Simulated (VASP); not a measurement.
# Ni (Im-3m) in VASP: a series of runs

The runs below take Ni through single point, with LDA.

All numbers are computed with VASP 6.6.1; they aren't measurements. Logs are shortened: lines on timing, memory, paths and dates and some standing lists are left out, and cuts for length are marked.

## Step 1: The cell of the first run

It takes space group Im-3m (No. 229, cubic). The conventional cell has a = 2.804 Å, b = 2.804 Å, c = 2.804 Å, α = 90.00°, β = 90.00°, γ = 90.00°. Within 3.2 Å of Ni (site symmetry m-3m) lie 14 Ni at 2.43 to 2.80 Å.

## Step 2: Single point, LDA, collinear spin, ferromagnetic start

Input file INCAR:

```
SYSTEM = Ni
ALGO = Normal
EDIFF = 1E-6
ENCUT = 520
ISIF = 2
ISMEAR = 0
ISPIN = 2
LASPH = .TRUE.
LCHARG = .FALSE.
LMAXMIX = 4
LORBIT = 11
LREAL = .FALSE.
LWAVE = .FALSE.
MAGMOM = 1.5
NBANDS = 15
NELM = 150
PREC = Accurate
SIGMA = 0.1
```

Input file KPOINTS:

```
k-points
0
G
  14 14 14
  0 0 0
```

Input file POSCAR:

```
Ni
1.0
   -1.4019238645      1.4019238645      1.4019238645
    1.4019238645     -1.4019238645      1.4019238645
    1.4019238645      1.4019238645     -1.4019238645
Ni
1
Direct
    0.0000000000      0.0000000000      0.0000000000
```

Potentials or basis: VASP PAW LDA potentials, release 64 (Ni).

Started as:

```console
> cat potpaw_LDA.64/Ni/POTCAR > POTCAR
> mpirun -np 1 vasp_std > vasp.out
```

OUTCAR:

```text
SYSTEM = Ni
   EDIFF = 1E-6
   ENCUT = 520
   ISIF = 2
   ISMEAR = 0
   ISPIN = 2
   LASPH = .TRUE.
   LORBIT = 11
   LREAL = .FALSE.
   NELM = 150
   PREC = Accurate

 ion  position               nearest neighbor table
   1  0.000  0.000  0.000-

  LATTYP: Found a body centered cubic cell.
 ALAT       =     2.8038477290

  Lattice vectors:

 A1 = (  -1.4019238645,   1.4019238645,   1.4019238645)
 A2 = (   1.4019238645,  -1.4019238645,   1.4019238645)
 A3 = (   1.4019238645,   1.4019238645,  -1.4019238645)

Analysis of symmetry for initial positions (statically):
=====================================================================
 Subroutine PRICEL returns:
 Original cell was already a primitive cell.

 Routine SETGRP: Setting up the symmetry group for a
 body centered cubic supercell.

 Subroutine GETGRP returns: Found 48 space group operations
 (whereof 48 operations were pure point group operations)
 out of a pool of 48 trial point group operations.

The static configuration has the point symmetry O_h .

Analysis of symmetry for dynamics (positions and initial velocities):
=====================================================================
 Subroutine PRICEL returns:
 Original cell was already a primitive cell.

 Routine SETGRP: Setting up the symmetry group for a
 body centered cubic supercell.

 Subroutine GETGRP returns: Found 48 space group operations
 (whereof 48 operations were pure point group operations)
 out of a pool of 48 trial point group operations.

The dynamic configuration has the point symmetry O_h .

Analysis of structural, dynamic, and magnetic symmetry:
=====================================================================
 Subroutine PRICEL returns:
 Original cell was already a primitive cell.

 Routine SETGRP: Setting up the symmetry group for a
 body centered cubic supercell.

 Subroutine GETGRP returns: Found 48 space group operations
 (whereof 48 operations were pure point group operations)
 out of a pool of 48 trial point group operations.

The overall configuration has the point symmetry O_h .

 Subroutine INISYM returns: Found 48 space group operations
 (whereof 48 operations are pure point group operations),
 and found     1 'primitive' translations

----------------------------------------------------------------------------------------

                                     Primitive cell

  volume of cell :      11.0213

  direct lattice vectors                    reciprocal lattice vectors
    -1.401923865  1.401923865  1.401923865     0.000000000  0.356652749  0.356652749
     1.401923865 -1.401923865  1.401923865     0.356652749  0.000000000  0.356652749
     1.401923865  1.401923865 -1.401923865     0.356652749  0.356652749  0.000000000

  length of vectors
     2.428203362  2.428203362  2.428203362     0.504383155  0.504383155  0.504383155

  position of ions in fractional coordinates (direct lattice)
     0.000000000  0.000000000  0.000000000

  ion indices of the primitive-cell ions
   primitive index   ion index
                 1           1

----------------------------------------------------------------------------------------

 KPOINTS: k-points

Automatic generation of k-mesh.
 Grid dimensions read from file:
 generate k-points for:   14   14   14

 Generating k-lattice:

  Cartesian coordinates                     Fractional coordinates (reciprocal lattice)
     0.000000000  0.025475196  0.025475196     0.071428571  0.000000000  0.000000000
     0.025475196  0.000000000  0.025475196     0.000000000  0.071428571  0.000000000
     0.025475196  0.025475196  0.000000000     0.000000000  0.000000000  0.071428571

  Length of vectors
     0.036027368  0.036027368  0.036027368

  Shift w.r.t. Gamma in fractional coordinates (k-lattice)
     0.000000000  0.000000000  0.000000000

 Subroutine IBZKPT returns following result:
 ===========================================

 Found    104 irreducible k-points:

 Following reciprocal coordinates:
            Coordinates               Weight
  0.000000  0.000000  0.000000      1.000000
  0.071429  0.000000  0.000000     12.000000
  0.142857  0.000000  0.000000     12.000000
  0.214286  0.000000  0.000000     12.000000
  0.285714  0.000000  0.000000     12.000000
  0.357143  0.000000  0.000000     12.000000
[... 16 lines left out ...]
  0.285714  0.285714  0.000000     24.000000
  0.357143  0.285714  0.000000     24.000000
 [... further k-points ...]
   k-points           NKPTS =    104   k-points in BZ     NKDIM =    104   number of bands    NBANDS=     15
   number of dos      NEDOS =    301   number of ions     NIONS =      1
   total plane-waves  NPLWV =   5832
   dimension x,y,z NGX =    18 NGY =   18 NGZ =   18
   dimension x,y,z NGXF=    36 NGYF=   36 NGZF=   36
   ions per type =               1
   NGX,Y,Z   is equivalent  to a cutoff of  12.32, 12.32, 12.32 a.u.
   NGXF,Y,Z  is equivalent  to a cutoff of  24.65, 24.65, 24.65 a.u.
 SYSTEM =  Ni
   PREC   = accura    normal or accurate (medium, high low for compatibility)
   ISTART =      0    job   : 0-new  1-cont  2-samecut
   ICHARG =      2    charge: 1-file 2-atom 10-const
   ISPIN  =      2    spin polarized calculation?
   LNONCOLLINEAR =      F non collinear calculations
   LSORBIT =      F    spin-orbit coupling
   LASPH  =      T    aspherical Exc in radial PAW
   ENCUT  =  520.0 eV  38.22 Ry    6.18 a.u.   4.51  4.51  4.51*2*pi/ulx,y,z
   NELM   =    150;   NELMIN=  2; NELMDL= -5     # of ELM steps
   EDIFF  = 0.1E-05   stopping-criterion for ELM
   LREAL  =      F    real-space projection
   EDIFFG = 0.1E-04   stopping-criterion for IOM
   NSW    =      0    number of steps for IOM
   IBRION =     -1    ionic relax: 0-MD 1-quasi-New 2-CG
   NFREE  =      0    steps in history (QN), initial steepest desc. (CG)
   ISIF   =      2    stress and relaxation
   ISYM   =      2    0-nonsym 1-usesym 2-fastsym
   POTIM  = 0.5000    time-step for ionic-motion
   TEBEG  =    0.0;   TEEND  =   0.0 temperature during run
   PSTRESS=    0.0 pullay stress
   NELECT =      10.0000    total number of electrons
   NUPDOWN=      -1.0000    fix difference up-down
   EMIN   =  10.00;   EMAX   =-10.00  energy-range for DOS
   EFERMI =   0.00;   METHOD = LEGACY
   ISMEAR =     0;   SIGMA  =   0.10  broadening in eV -4-tet -1-fermi 0-gaus
   EFERMI_NEDOS =   21; number of points for ismear=-14 and -15
   IALGO  =     38    algorithm
   IMIX   =      4    mixing-type and parameters
     AMIX     =   0.40;   BMIX     =  1.00
     AMIX_MAG =   1.60;   BMIX_MAG =  1.00
  volume/ion in A,a.u.               =      11.02        74.38
  Fermi-wavevector in a.u.,A,eV,Ry     =   1.584883  2.994994 34.175829  2.511853
  Thomas-Fermi vector in A             =   2.684432
   LORBIT       =     11    0 simple, 1 ext, 2 COOP (PROOUT), +10 PAW based schemes
   GGA     = CA    functional components
   LHFCALC =     F    Hartree Fock is set to
   AEXX    =    0.0000 exact exchange contribution
   IVDW    =     0    specifies the selected vdW correction
   LEPSILON=     F    determine dielectric tensor
   LRPA    =     F    only Hartree local field effects (RPA)
 spin polarized calculation
 Gauss-broadening in eV      SIGMA  =   0.10
  energy-cutoff  :      520.00
  volume of cell :       11.02
 maximum number of plane-waves:       321
   NGX =  9   NGY =  9   NGZ =  9

 number of electron      10.0000000 magnetization       1.5000000

 number of electron       9.9999983 magnetization       0.5068506

 Free energy of the ion-electron system (eV)
  ---------------------------------------------------
  ext. energy  EPLUGINS =         0.00000000
  ---------------------------------------------------
  free energy    TOTEN  =        -6.42964094 eV

  energy without entropy =       -6.42265654  energy(sigma->0) =       -6.42614874

 E-fermi :   8.7290     XC(G=0): -13.5320

 val. band max:        8.7239525076   @ k =   0.5000   0.5000   0.1429
 cond. band min:       8.7370889152   @ k =  -0.3571  -0.4286   0.0714
 fundamental gap:      0.0131364076
 Fermi energy:         8.7290358018

 spin component 1

 k-point     1 :       0.0000    0.0000    0.0000
  band No.  band energies     occupation
      1      -0.0466      1.00000
      2       6.5394      1.00000
      3       6.5394      1.00000
      4       6.5394      1.00000
      5       7.9287      1.00000
      6       7.9287      1.00000
      7      35.1100      0.00000
      8      35.1100      0.00000
      9      35.1100      0.00000
     10      39.9268      0.00000
     11      39.9268      0.00000
     12      40.5324      0.00000
     13      40.5324      0.00000
     14      40.5324      0.00000
     15      41.4879      0.00000
[... 397 lines left out ...]
 k-point    24 :       0.3571    0.2857    0.0000
  band No.  band energies     occupation
      1       5.2760      1.00000
      2       5.7945      1.00000
      3       6.1130      1.00000
      4       7.9353      1.00000
      5       8.0848      1.00000
      6      13.9712      0.00000
      7      15.6631      0.00000
      8      17.9508      0.00000
      9      27.6217      0.00000
     10      37.2402      0.00000
     11      38.9109      0.00000
     12      44.8009      0.00000
     13      48.7900      0.00000
     14      52.7247      0.00000
     15      53.6551      0.00000

 [... further k-points ...]

 spin component 2

 k-point     1 :       0.0000    0.0000    0.0000
  band No.  band energies     occupation
      1      -0.0040      1.00000
      2       7.0680      1.00000
      3       7.0680      1.00000
      4       7.0680      1.00000
      5       8.3716      1.00000
      6       8.3716      1.00000
      7      35.1025      0.00000
      8      35.1025      0.00000
      9      35.1025      0.00000
     10      39.9501      0.00000
     11      39.9501      0.00000
     12      40.6848      0.00000
     13      40.6848      0.00000
     14      40.6848      0.00000
     15      41.6609      0.00000
[... 397 lines left out ...]
 k-point    24 :       0.3571    0.2857    0.0000
  band No.  band energies     occupation
      1       5.6890      1.00000
      2       6.1851      1.00000
      3       6.4610      1.00000
      4       8.4268      0.99999
      5       8.5832      0.98041
      6      14.2062      0.00000
      7      15.8962      0.00000
      8      18.1287      0.00000
      9      27.7315      0.00000
     10      37.2951      0.00000
     11      38.9566      0.00000
     12      44.9686      0.00000
     13      48.9132      0.00000
     14      52.9585      0.00000
     15      53.7230      0.00000

 [... further k-points ...]
[... 5 lines left out ...]
  --------------------------------------------------------------------------------------
  -------------------------------------------------------------------------------------
  Total       -1.2005029     -1.2005029     -1.2005029      0.0000000      0.0000000     -0.0000000
  in kB     -174.5181206   -174.5181206   -174.5181206      0.0000000      0.0000000     -0.0000000
  external PRESSURE =    -174.5181206 kB  Pullay stress =       0.0000000 kB

 VOLUME and BASIS-vectors are now :
 -----------------------------------------------------------------------------
  energy-cutoff  :      520.00
  volume of cell :       11.02
      direct lattice vectors                 reciprocal lattice vectors
    -1.401923865  1.401923865  1.401923865     0.000000000  0.356652749  0.356652749
     1.401923865 -1.401923865  1.401923865     0.356652749  0.000000000  0.356652749
     1.401923865  1.401923865 -1.401923865     0.356652749  0.356652749  0.000000000

 POSITION                                       TOTAL-FORCE (eV/Angst)
 -----------------------------------------------------------------------------------
      0.00000      0.00000      0.00000        -0.000000     -0.000000     -0.000000
 -----------------------------------------------------------------------------------
    total drift:                                0.000000      0.000000      0.000000

  FREE ENERGIE OF THE ION-ELECTRON SYSTEM (eV)
  ---------------------------------------------------
  free  energy   TOTEN  =        -6.4296409378 eV

  energy  without entropy=       -6.4226565443  energy(sigma->0) =       -6.42614874

 total charge

# of ion       s       p       d       tot
------------------------------------------
    1        0.488   0.475   8.340   9.303

 magnetization (x)

# of ion       s       p       d       tot
------------------------------------------
    1       -0.003  -0.011   0.525   0.510
```

Run time: 23 s. Hardware: 1 thread of Intel Xeon Platinum 8488C (Sapphire Rapids), shared host; peak memory 0.13 GiB.

What came out:

* Free energy: -6.4296 eV
* Pressure: -17.5 GPa
* Net moment: 0.51 μB per cell
* Site moments: Ni +0.51 μB
* Valence electrons inside the program's atomic spheres: Ni 9.30

Levels at points of the mesh, in eV from the Fermi level:
Spin up:
| k point | band 1 | band 2 | band 3 | band 4 | band 5 | band 6 | band 7 | band 8 | band 9 | band 10 |
| --- | --- | --- | --- | --- | --- | --- | --- | --- | --- | --- |
| (0.00, 0.00, 0.00) | -8.78 | -2.19 | -2.19 | -2.19 | -0.80 | -0.80 | 26.38 | 26.38 | 26.38 | 31.20 |
| (0.50, 0.00, 0.00) | -4.49 | -3.09 | -0.88 | -0.65 | 0.04 | 0.33 | 6.43 | 19.01 | 19.73 | 23.66 |
| (0.50, 0.50, 0.50) | -4.05 | -4.05 | -0.18 | -0.18 | -0.18 | 9.66 | 9.66 | 9.66 | 15.67 | 15.67 |
Spin down:
```tsv
k point	band 3	band 4	band 5	band 6	band 7	band 8
(0.00, 0.00, 0.00)	-1.66	-1.66	-0.36	-0.36	26.37	26.37
(0.50, 0.00, 0.00)	-0.40	-0.20	0.36	0.64	6.73	19.03
(0.50, 0.50, 0.50)	0.41	0.41	0.41	9.74	9.74	9.74
```

## Step 3: Single point, LDA, collinear spin, ferromagnetic start

This run uses another cell than the first one, of 11.23 Å³/atom, 1.019 times its volume.

Input file INCAR:

```
PREC = Accurate ; ENCUT = 520
EDIFF = 1E-7 ; ISMEAR = 0
SIGMA = 0.1 ; LREAL = F
LASPH = T ; NELM = 150
ALGO = Normal ; ISIF = 2
LWAVE = F ; LCHARG = F
ISPIN = 2 ; MAGMOM = 1.5
LORBIT = 11 ; LMAXMIX = 4
GGA = CA ; NBANDS = 15
```

Input file KPOINTS:

```
regular mesh
0
Gamma
  14 14 14
```

Input file POSCAR:

```
Ni
1.0
   -1.4108535566      1.4108535566      1.4108535566
    1.4108535566     -1.4108535566      1.4108535566
    1.4108535566      1.4108535566     -1.4108535566
Ni
1
Direct
    0.0000000000      0.0000000000      0.0000000000
```

Potentials or basis: VASP PAW LDA potentials, release 64 (Ni).

Started as:

```console
> cat potpaw_LDA.64/Ni/POTCAR > POTCAR
> mpirun -np 1 vasp_std > vasp.out
```

It took 30 s on 1 thread of Intel Xeon Platinum 8488C (Sapphire Rapids), shared host; peak memory 0.14 GiB.

It converged, with:

* Free energy: -6.4047 eV
* Pressure: -20.3 GPa
* Net moment: 0.51 μB per cell
* Site moments: Ni +0.52 μB
* Valence electrons inside the program's atomic spheres: Ni 9.27

Levels at points of the mesh, in eV from the Fermi level:
Spin up:
```csv
k point,band 1,band 2,band 3,band 4,band 5,band 6,band 7,band 8,band 9,band 10
"(0.00, 0.00, 0.00)",-8.65,-2.15,-2.15,-2.15,-0.79,-0.79,26.18,26.18,26.18,30.87
"(0.50, 0.00, 0.00)",-4.39,-3.03,-0.87,-0.65,0.01,0.35,6.28,18.84,19.45,23.38
"(0.50, 0.50, 0.50)",-3.95,-3.95,-0.20,-0.20,-0.20,9.55,9.55,9.55,15.49,15.49
```
Spin down:
```
           k point  band 2  band 3  band 4  band 5  band 6  band 7  band 8  band 9
(0.00, 0.00, 0.00)   -1.61   -1.61   -1.61   -0.35   -0.35   26.17   26.17   26.17
(0.50, 0.00, 0.00)   -2.54   -0.39   -0.19    0.38    0.62    6.59   18.85   19.56
(0.50, 0.50, 0.50)   -3.63    0.40    0.40    0.40    9.62    9.62    9.62   15.65
```
